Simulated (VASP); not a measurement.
A run of VASP 6.6.1:

INCAR

```
  ALGO = Fast
  EDIFF = 1E-7
  ENCUT = 520
  GGA = PE
  ISIF = 2
  ISMEAR = 0
  LASPH = True
  LCHARG = False
  LREAL = False
  LWAVE = False
  NBANDS = 16
  NELM = 80
  PREC = Accurate
  SIGMA = 0.1
```

KPOINTS

```
k-points
0
Gamma
  18 18 10
```

The input POSCAR:

```
CsOs
1.0
    2.9934600502      0.0000000000      0.0000000000
    0.0000000000      2.9934600502      0.0000000000
    0.0000000000      0.0000000000      6.0020846824
Cs Os
1 1
Direct
    0.5000000000      0.5000000000      0.5000000000
    0.0000000000      0.0000000000      0.0000000000
```

Potentials or basis: VASP PAW PBE potentials, release 64 (Cs_sv, Os).

Launch:

```console
$ cat potpaw_PBE.64/Cs_sv/POTCAR potpaw_PBE.64/Os/POTCAR > POTCAR
$ mpirun -np 1 vasp_std > vasp.out
```

Hardware: 1 thread of Oxide Virtual Turin-like Processor, on a shared host.

Problem. Estimate the wall time of this run.

Solution. Wall time 5.3 min on 1 thread of Oxide Virtual Turin-like Processor, on a shared host, peak memory 0.37 GiB. Counts: scf iterations 15, k points 330.
